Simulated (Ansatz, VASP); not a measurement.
W in VASP and in Ansatz

Contents of POSCAR:

```
W
1.0
   -1.5153286575      1.5983603647      1.5983603647
    1.5983603647     -1.5153286575      1.5983603647
    1.5983603647      1.5983603647     -1.5153286575
W
1
Direct
    0.0000000000      0.0000000000      0.0000000000
```

Contents of INCAR.step1:

```
SYSTEM = W
ALGO     = Normal         ! electronic algorithm
EDIFF    = 1E-4           ! SCF threshold, eV
ENCUT    = 520            ! plane-wave cutoff, eV
GGA      = PE             ! functional
ISMEAR   = 0              ! smearing method
LASPH    = .True.         ! aspherical terms in the spheres
LCHARG   = .False.        ! write CHGCAR
LREAL    = .False.        ! projectors in reciprocal space
LWAVE    = .True.         ! write WAVECAR
NBANDS   = 13             ! bands
NELM     = 80             ! most SCF steps
PREC     = Accurate       ! precision mode
SIGMA    = 0.15           ! smearing width, eV
```

File INCAR.step2:

```
SYSTEM = W
ALGO     = Normal         ! electronic algorithm
EDIFF    = 1E-6           ! SCF threshold, eV
ENCUT    = 520            ! plane-wave cutoff, eV
ISIF     = 2              ! what is computed and relaxed
ISMEAR   = 0              ! smearing method
ISTART   = 1            
LASPH    = .True.         ! aspherical terms in the spheres
LCHARG   = .False.        ! write CHGCAR
LMIXTAU  = .True.       
LREAL    = .False.        ! projectors in reciprocal space
LWAVE    = .False.        ! write WAVECAR
METAGGA  = R2SCAN         ! meta-GGA
NBANDS   = 13             ! bands
NELM     = 80             ! most SCF steps
PREC     = Accurate       ! precision mode
SIGMA    = 0.15           ! smearing width, eV
```

File KPOINTS:

```
k-points
0
Gamma
  24 24 24
  0 0 0
```

Input for Ansatz:

```yaml
crystal:
  lattice:
    - [-1.5153286575, 1.5983603647, 1.5983603647]
    - [1.5983603647, -1.5153286575, 1.5983603647]
    - [1.5983603647, 1.5983603647, -1.5153286575]
  atoms:
    - { symbol: W, position: [0.0, 0.0, 0.0] }
basis:
  ecutwfc: 500
kpoints:
  mp_grid: { grid: [24, 24, 24] }
hamiltonian:
  xc: r2scan
scf:
  occupations: { method: gaussian, width: 0.15 }
output:
  forces: true
  stress: true
  eigenvalues: true
  write_density: true
  write_potential: true
  elf: true
  volumetric_format: npy
```

Alike in both runs: task single point; functional r2SCAN; k mesh 24 × 24 × 24; occupations gaussian, width 0.15 eV; no spin polarisation.

```csv
,VASP,Ansatz
version,VASP 6.6.1,Ansatz 0.2.0
potentials or method,"VASP PAW PBE potentials, release 64 (W_sv), cutoff 520 eV","scalar-relativistic, plane waves, PAW"
valence electrons in the cell,14,14
```

```csv
,VASP,Ansatz,Ansatz less VASP
gap on the k mesh at the Fermi level (eV),none,none,-
pressure (GPa),-5.0,-6.2,-1.19
"traceless stress, the component that is largest in VASP (GPa)",-6.21,-6.13,+0.076
```

VASP's potentials were made for PBE, not for r2SCAN. A gap of «none» marks a metal or a gap that the smearing closes. With one functional, cell and mesh, what is left measures potentials, basis and numerics.

Spin-orbit coupling is off throughout.
